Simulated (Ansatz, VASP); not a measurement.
## Two plane-wave programs on ScSi2

The input INCAR:

```
PREC = Accurate
ENCUT = 520
EDIFF = 1E-6
ISMEAR = 0
SIGMA = 0.1
LREAL = F
LASPH = T
NELM = 60
ALGO = Normal
ISIF = 2
LWAVE = F
LCHARG = F
GGA = PE
NBANDS = 16
```

The input KPOINTS:

```
regular mesh
0
Gamma
  18 18 8
```

POSCAR

```
ScSi2
1.0
    3.0478100298      0.0000000000      0.0000000000
   -1.5239050149      2.6394809117      0.0000000000
    0.0000000000      0.0000000000      6.4169509684
Sc Si
1 2
Direct
    0.0000000000      0.0000000000      0.0000000000
    0.3333333333      0.6666666667      0.3502932063
    0.6666666667      0.3333333333      0.6497067937
```

Input for Ansatz:

```yaml
crystal:
  lattice:
    - [3.0478100298, 0.0, 0.0]
    - [-1.5239050149, 2.6394809117, 0.0]
    - [0.0, 0.0, 6.4169509684]
  atoms:
    - { symbol: Sc, position: [0.0, 0.0, 0.0] }
    - { symbol: Si, position: [0.3333333333, 0.6666666667, 0.3502932063] }
    - { symbol: Si, position: [0.6666666667, 0.3333333333, 0.6497067937] }
basis:
  ecutwfc: 420
kpoints:
  mp_grid: { grid: [18, 18, 8] }
  band_path:
    path:
      - [[0.0, 0.0, 0.0], [0.5, 0.0, 0.0], [0.33333333, 0.33333333, 0.0], [0.0, 0.0, 0.0], [0.0, 0.0, 0.5], [0.5, 0.0, 0.5], [0.33333333, 0.33333333, 0.5], [0.0, 0.0, 0.5]]
      - [[0.5, 0.0, 0.5], [0.5, 0.0, 0.0]]
      - [[0.33333333, 0.33333333, 0.5], [0.33333333, 0.33333333, 0.0]]
    npoints: 14
hamiltonian:
  xc: pbe
scf:
  occupations: { method: gaussian, width: 0.1 }
  n_extra_bands: 7
output:
  forces: true
  stress: true
  eigenvalues: true
  populations: true
  dos: { projected: true, de: 0.02, nscf_kmesh: { grid: [22, 22, 10] } }
  bader: true
  write_density: true
  write_potential: true
  elf: true
  volumetric_format: npy
checkpoint:
  read: start.run
  write: ck
  compress: false
  write_wavefunctions: false
  write_every: 100000
```

Alike in both runs: task single point; functional PBE; k mesh 18 × 18 × 8; occupations gaussian, width 0.1 eV; no spin polarisation.

```csv
,VASP,Ansatz
version,VASP 6.6.1,Ansatz 0.2.0
potentials or method,"VASP PAW PBE potentials, release 64 (Sc_sv, Si), cutoff 520 eV","scalar-relativistic, plane waves, PAW"
valence electrons in the cell,19,19
```

```csv
,VASP,Ansatz,Ansatz less VASP
gap on the k mesh at the Fermi level (eV),none,none,-
pressure (GPa),0.1,0.0,-0.07
rms of the force components (eV/Å),0.006,0.001,-0.0048
```

Atom by atom the forces differ by 0.007 eV/Å (rms over components). A gap of «none» marks a metal or a gap that the smearing closes.
